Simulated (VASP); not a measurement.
The system is Li.

```xyz
1
Lattice="1.5834 -2.3402 0.0000 1.5834 2.3402 0.0000 0.0000 0.0000 2.7382" Properties=species:S:1:pos:R:3 pbc="T T T"
Li    0.0000    0.0000    0.0000
```

The cell was generated, and may not be a known phase.

```yaml
Program: VASP 6.6.1
Task: relaxation of cell and atoms
Functional: PBE
Potentials_or_basis: VASP PAW PBE potentials, release 64 (Li_sv)
Cutoff: 600 eV
k_mesh: 20 × 20 × 20
Occupations: gaussian, width 0.1 eV
Spin: no spin polarisation
```

At the start: pressure -0.1 GPa; volume 20.29 Å³/atom.

Question: How do energy, volume and symmetry change on relaxing?

Answer: Over 11 steps the energy falls by 12.8 meV/atom and the volume is 20.00 Å³/atom (-1.4 %); space group Cmmm (No. 65, to 0.1 Å) before, P6/mmm (No. 191, to 0.1 Å).

Step by step:
```
step  energy change (eV)  largest force (eV/Å)  pressure (GPa)  volume (Å³)
   1              0.0000                0.0000           -0.11        20.29
   2             -0.0017                0.0000           -0.10        20.25
   3             -0.0058                0.0000           -0.03        20.12
   4             -0.0093                0.0000            0.14        19.81
   5             -0.0111                0.0000            0.14        19.81
   6             -0.0122                0.0000            0.15        19.80
   7             -0.0122                0.0000            0.15        19.80
   8             -0.0126                0.0000            0.11        19.87
   9             -0.0128                0.0000            0.07        19.95
  10             -0.0128                0.0000            0.08        19.96
  11             -0.0128                0.0000            0.04        20.00
```

Final structure:
```
Li
1.0
     1.46334   -2.53292    0.00000
     1.46334    2.53292    0.00000
     0.00000    0.00000    2.69855
Li
1
Direct
  0.00000 0.00000 0.00000
```

Caveat: the cutoff is under 1.25 times the usual one of these potentials, so pressure, stress and relaxed cells hold a basis-set (Pulay) error.
